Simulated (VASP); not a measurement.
Input of a VASP 6.6.1 run:

INCAR

```
SYSTEM = RbAl2
  PREC = Accurate
  ENCUT = 520
  EDIFF = 1E-6
  ISMEAR = 0
  SIGMA = 0.1
  LREAL = .False.
  LASPH = .True.
  NELM = 100
  ALGO = Fast
  ISIF = 2
  LWAVE = .False.
  LCHARG = .False.
  GGA = PE
  NBANDS = 14
```

KPOINTS

```
Automatic mesh
0
Gamma
  3 3 6
  0 0 0
```

POSCAR

```
RbAl2
1.0
    6.0604039100      0.0000000000      0.0000000000
   -3.0302019500      5.2484637400      0.0000000000
    0.0000000000      0.0000000000      3.7150275900
Rb Al
1 2
Direct
    0.3333333300      0.6666666700      0.5000000000
    0.0000000000      0.0000000000      0.0000000000
    0.6666666700      0.3333333300      0.5000000000
```

Potentials or basis: VASP PAW PBE potentials, release 64 (Rb_sv, Al).

Launch:

```console
$ cat potpaw_PBE.64/Rb_sv/POTCAR potpaw_PBE.64/Al/POTCAR > POTCAR
$ mpirun -np 1 vasp_std > vasp.out
```

(1) What does it give for the pressure?

## Answers

(1) -2.7 GPa.

Caveat: the k points lie up to 0.40 Å⁻¹ apart.
